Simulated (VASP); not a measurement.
Wanted: the native input for a VASP 6.6.1 run.

* Task: single point
* Functional: PBE
* Potentials or basis: VASP PAW PBE potentials, release 64 (Al, N)
* Cutoff: 520 eV
* k mesh: 10 × 10 × 10
* Occupations: gaussian, width 0.05 eV
* Spin: no spin polarisation
* Dipole correction: no
* Further INCAR settings: ALGO = Normal; EDIFF = 1e-06; NBANDS = 11

The structure of AlN lies in POSCAR:

```
AlN
1.0
    0.0000000000      2.0011066532      2.6014386492
    2.0011066532      0.0000000000      2.6014386492
    2.0011066532      2.0011066532      0.0000000000
Al N
1 1
Direct
    0.0000000000      0.0000000000      0.0000000000
    0.7500000000      0.7500000000      0.7500000000
```

This cell differs from its parent crystal: ratio of the length along z to the lengths across it x 1.3, volume and fractional coordinates fixed.

The input as run:

INCAR

```
  PREC = Accurate
  ENCUT = 520
  EDIFF = 1E-6
  ISMEAR = 0
  SIGMA = 0.05
  LREAL = False
  LASPH = True
  NELM = 80
  ALGO = Normal
  ISIF = 2
  LWAVE = False
  LCHARG = False
  GGA = PE
  NBANDS = 11
```

KPOINTS

```
Automatic mesh
0
Gamma
  10 10 10
```

Potentials or basis: VASP PAW PBE potentials, release 64 (Al, N).

Launch:

```bash
$ cat potpaw_PBE.64/Al/POTCAR potpaw_PBE.64/N/POTCAR > POTCAR
$ mpirun -np 1 vasp_std > vasp.out
```

It gave:

```json
{
  "Pressure": "1.0 GPa",
  "Band gap on the k mesh": "2.19 eV, indirect (least direct gap 2.74 eV)"
}
```

It took 35 s on 1 thread of AMD EPYC 7R43 64-Core Processor (Zen 3), with other jobs on the host, peak memory 0.11 GiB.
